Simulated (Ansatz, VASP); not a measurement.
Two plane-wave programs on BN

The input POSCAR:

```
BN
1.0
    0.0000000000      1.8048137558      1.8048137558
    1.8048137558      0.0000000000      1.8048137558
    1.8048137558      1.8048137558      0.0000000000
B N
1 1
Direct
    0.0207777672      0.0207777672     -0.0207777672
    0.7500000000      0.7500000000      0.7500000000
```

INCAR.step1

```
PREC = Accurate
ENCUT = 520
ISMEAR = 0
SIGMA = 0.05
LREAL = F
LASPH = T
NELM = 80
NBANDS = 11
GGA = PE
ALGO = Normal
EDIFF = 1E-4
LWAVE = T
LCHARG = F
```

The input INCAR.step2:

```
PREC = Accurate
ENCUT = 520
EDIFF = 1E-7
ISMEAR = 0
SIGMA = 0.05
LREAL = F
LASPH = T
NELM = 80
ALGO = Normal
ISIF = 2
LWAVE = F
LCHARG = F
METAGGA = R2SCAN
LMIXTAU = T
NBANDS = 11
ISTART = 1
```

Contents of KPOINTS:

```
Automatic mesh
0
Gamma
  12 12 12
```

Input for Ansatz:

```yaml
crystal:
  lattice:
    - [0.0, 1.8048137558, 1.8048137558]
    - [1.8048137558, 0.0, 1.8048137558]
    - [1.8048137558, 1.8048137558, 0.0]
  atoms:
    - { symbol: B, position: [0.0207777672, 0.0207777672, -0.0207777672] }
    - { symbol: "N", position: [0.75, 0.75, 0.75] }
basis:
  ecutwfc: 500
kpoints:
  mp_grid: { grid: [12, 12, 12] }
hamiltonian:
  xc: r2scan
scf:
  occupations: { method: gaussian, width: 0.05 }
output:
  forces: true
  stress: true
  eigenvalues: true
```

Change from the starting cell: all B atoms moved +0.075 Å, as atom 1 along Cartesian [0 0 1].

Alike in both runs: task single point; functional r2SCAN; k mesh 12 × 12 × 12; occupations gaussian, width 0.05 eV; no spin polarisation.

```csv
,VASP,Ansatz
version,VASP 6.6.1,Ansatz 0.2.0
potentials or method,"VASP PAW PBE potentials, release 64 (B, N), cutoff 520 eV","scalar-relativistic, plane waves, PAW"
valence electrons in the cell,8,8
```

```csv
,VASP,Ansatz,Ansatz less VASP
gap on the k mesh at the Fermi level (eV),4.29,4.30,+0.018
least direct gap on the mesh (eV),8.51,8.53,+0.020
pressure (GPa),2.8,1.7,-1.08
"traceless stress, the component that is largest in VASP (GPa)",-1.10,-0.85,+0.252
rms of the force components (eV/Å),1.048,1.046,-0.0017
```

VASP's potentials were made for PBE, not for r2SCAN. Atom by atom the forces differ by 0.002 eV/Å (rms over components).
